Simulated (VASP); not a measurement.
A run of VASP 6.6.1 is set up as follows.

INCAR

```
SYSTEM = BC6
  ALGO = Normal
  EDIFF = 1E-6
  EDIFFG = -0.04
  ENCUT = 600
  GGA = PE
  IBRION = 2
  ISIF = 3
  ISMEAR = 0
  ISYM = 0
  LASPH = .TRUE.
  LCHARG = .FALSE.
  LREAL = .FALSE.
  LWAVE = .FALSE.
  NELM = 100
  NSW = 90
  PREC = Accurate
  SIGMA = 0.1
```

The input KPOINTS:

```
k-points
0
G
  3 3 3
  0 0 0
```

The input POSCAR:

```
BC6
1.0
    4.9729980000     -0.1966600000      0.0225860000
   -0.1966600000      4.9296060000     -0.1069400000
    0.0225860000     -0.1069400000      4.8244630000
C B
12 2
Direct
    0.4447098171      0.9095105780      0.3635842190
    0.5200953743      0.1956362309      0.9204282351
    0.6661965700      0.5878416440      0.6243990189
    0.1587282980      0.5471468594      0.2167896237
    0.9483548538      0.9610192760      0.3943259108
    0.1710768600      0.5934443745      0.7282087371
    0.8822537672      0.4716632815      0.7430117527
    0.6940263045      0.8461436285      0.4619995903
    0.1774462063      0.7534690381      0.4526888336
    0.3901757685      0.9831415344      0.0836473711
    0.8012901780      0.2793287976      0.9503214107
    0.2430092517      0.7239143684      0.0007297732
    0.4162352316      0.4336505588      0.7447098008
    0.9839189984      0.2415605856      0.2053899892
```

Potentials or basis: VASP PAW PBE potentials, release 64 (C, B).

The run is started by

```console
$ cat potpaw_PBE.64/C/POTCAR potpaw_PBE.64/B/POTCAR > POTCAR
$ mpirun -np 1 vasp_std > vasp.out
```

Q: Predict the band gap on the k mesh.

A: 0.49 eV, indirect (least direct gap 0.91 eV).

Q: Predict the space group after relaxing (to 0.05 Å).

A: P1 (No. 1).

Q: Estimate the relaxed volume.

A: 7.33 Å³/atom.

Stress tensor (GPa, compression positive):
```
 0.05 -0.07 -0.05
-0.07  0.13 -0.03
-0.05 -0.03  0.07
```

Caveat: the k points lie up to 0.52 Å⁻¹ apart in the final cell.
